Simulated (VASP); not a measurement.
Wanted: the native input for a VASP 6.6.1 run.

```
Task                   : single point
Functional             : PBEsol
Potentials or basis    : VASP PAW PBE potentials, release 64 (Sb)
Cutoff                 : 520 eV
k mesh                 : 13 × 13 × 13
Occupations            : fermi-dirac, width 0.05 eV
Spin                   : no spin polarisation
Dipole correction      : no
Further INCAR settings : ALGO = Normal; EDIFF = 1e-07; NBANDS = 8
```

The structure of Sb lies in POSCAR:

```
Sb
1.0
    3.1600000000      0.0000000000      0.0000000000
    0.0000000000      3.1600000000      0.0000000000
    0.0000000000      0.0000000000      3.0968000000
Sb
1
Direct
    0.0000000000      0.0000000000      0.0000000000
```

This cell differs from its parent crystal: zz strain of -2 %.

One way to write it, as run:

INCAR

```
SYSTEM = Sb
  PREC = Accurate
  ENCUT = 520
  EDIFF = 1E-7
  ISMEAR = -1
  SIGMA = 0.05
  LREAL = .FALSE.
  LASPH = .TRUE.
  NELM = 80
  ALGO = Normal
  ISIF = 2
  LWAVE = .FALSE.
  LCHARG = .FALSE.
  GGA = PS
  NBANDS = 8
```

KPOINTS

```
Automatic mesh
0
G
  13 13 13
  0 0 0
```

Potentials or basis: VASP PAW PBE potentials, release 64 (Sb).

Command:

```bash
$ cat potpaw_PBE.64/Sb/POTCAR > POTCAR
$ mpirun -np 1 vasp_std > vasp.out
```

It gave:

The pressure is -4.0 GPa.

Caveat: the cell differs from its parent crystal (zz strain of -2 %); the PAW data sets were made with another functional, which shifts forces and pressure a little.

Wall time 16 s on 1 thread of Intel Xeon 6975P-C, with other jobs on the host, peak memory 0.17 GiB.
